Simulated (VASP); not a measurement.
Wanted: the native input for a VASP 6.6.1 run.

```
Task                   : single point
Functional             : PBE
Potentials or basis    : VASP PAW PBE potentials, release 64 (Sn_d, S)
Cutoff                 : 500 eV
k mesh                 : 4 × 8 × 6
Occupations            : gaussian, width 0.02 eV
Spin                   : no spin polarisation
Dipole correction      : no
Further INCAR settings : ALGO = Normal; EDIFF = 1e-06; NBANDS = 50
```

The structure of SnS lies in POSCAR:

```
SnS
1.0
   11.3061631480      0.0000000000      0.0000000000
    0.0000000000      4.0202046077      0.0000000000
    0.0000000000      0.0000000000      4.3771749000
Sn S
4 4
Direct
    0.1199841512      0.2500000000      0.1231059169
    0.3800158488      0.7500000000      0.6231059169
    0.6199841512      0.2500000000      0.3768940831
    0.8800158488      0.7500000000      0.8768940831
    0.8513008485      0.2500000000      0.4770034145
    0.6486991515      0.7500000000      0.9770034145
    0.3513008485      0.2500000000      0.0229965855
    0.1486991515      0.7500000000      0.5229965855
```

One way to write it, as run:

INCAR

```
PREC = Accurate
ENCUT = 500
EDIFF = 1E-6
ISMEAR = 0
SIGMA = 0.02
LREAL = F
LASPH = T
NELM = 120
ALGO = Normal
ISIF = 2
LWAVE = F
LCHARG = F
GGA = PE
NBANDS = 50
GGA_COMPAT = F
```

KPOINTS

```
regular mesh
0
Gamma
  4 8 6
```

Potentials or basis: VASP PAW PBE potentials, release 64 (Sn_d, S).

Command:

```bash
$ cat potpaw_PBE.64/Sn_d/POTCAR potpaw_PBE.64/S/POTCAR > POTCAR
$ mpirun -np 1 vasp_std > vasp.out
```

It gave:

- Pressure: 0.7 GPa
- Largest force: 0.010 eV/Å
- Band gap on the k mesh: 1.01 eV (least direct gap 1.29 eV)

Caveat: spin-orbit coupling is left out, which moves the levels of the heavy elements.

Run time: 7.6 min on 1 thread of Intel(R) Xeon(R) Platinum 8259CL CPU @ 2.50GHz (Skylake/Cascade Lake), on a shared host, peak memory 0.53 GiB.
